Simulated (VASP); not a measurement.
Wanted: the native input for a VASP 6.6.1 run.

```
Task                   : single point
Functional             : LDA
Potentials or basis    : VASP PAW LDA potentials, release 64 (Ba_sv, Zr_sv, O_h)
Cutoff                 : 910 eV
k mesh                 : 8 × 8 × 8
Occupations            : fermi-dirac, width 0.05 eV
Spin                   : no spin polarisation
Dipole correction      : no
Second run             : hard_potentials
Further INCAR settings : ALGO = Normal; EDIFF = 1e-06; NBANDS = 28
```

The structure of BaZrO3 lies in POSCAR:

```
BaZrO3
1.0
    4.1473627058      0.0000000000      0.0000000000
    0.0000000000      4.1473627058      0.0000000000
    0.0000000000      0.0000000000      4.1473627058
Ba Zr O
1 1 3
Direct
    0.0000000000      0.0000000000      0.0000000000
    0.5000000000      0.5000000000      0.5000000000
    0.0000000000      0.5000000000      0.5000000000
    0.5000000000      0.0000000000      0.5000000000
    0.5000000000      0.5000000000      0.0000000000
```

The input as run:

INCAR

```
SYSTEM = BaZrO3
ALGO = Normal ; EDIFF = 1E-6
ENCUT = 910 ; GGA = CA
GGA_COMPAT = .FALSE. ; ISIF = 2
ISMEAR = -1 ; LASPH = .TRUE.
LCHARG = .FALSE. ; LREAL = .FALSE.
LWAVE = .FALSE. ; NBANDS = 28
NELM = 120 ; PREC = Accurate
SIGMA = 0.05
```

KPOINTS

```
k-points
0
G
  8 8 8
  0 0 0
```

Potentials or basis: VASP PAW LDA potentials, release 64 (Ba_sv, Zr_sv, O_h).

Launch:

```sh
$ cat potpaw_LDA.64/Ba_sv/POTCAR potpaw_LDA.64/Zr_sv/POTCAR potpaw_LDA.64/O_h/POTCAR > POTCAR
$ mpirun -np 1 vasp_std > vasp.out
```

It gave:

| Item | Value |
| --- | --- |
| Pressure | 1.2 GPa |
| Band gap on the k mesh | 3.14 eV, indirect (least direct gap 3.31 eV) |

Caveat: the cutoff is under 1.25 times the usual one of these potentials, so pressure, stress and relaxed cells hold a basis-set (Pulay) error; spin-orbit coupling is left out, which moves the levels of the heavy elements.

Run time: 75 s on 1 thread of Intel(R) Xeon(R) Platinum 8488C (Sapphire Rapids) (shared host), peak memory 0.32 GiB.
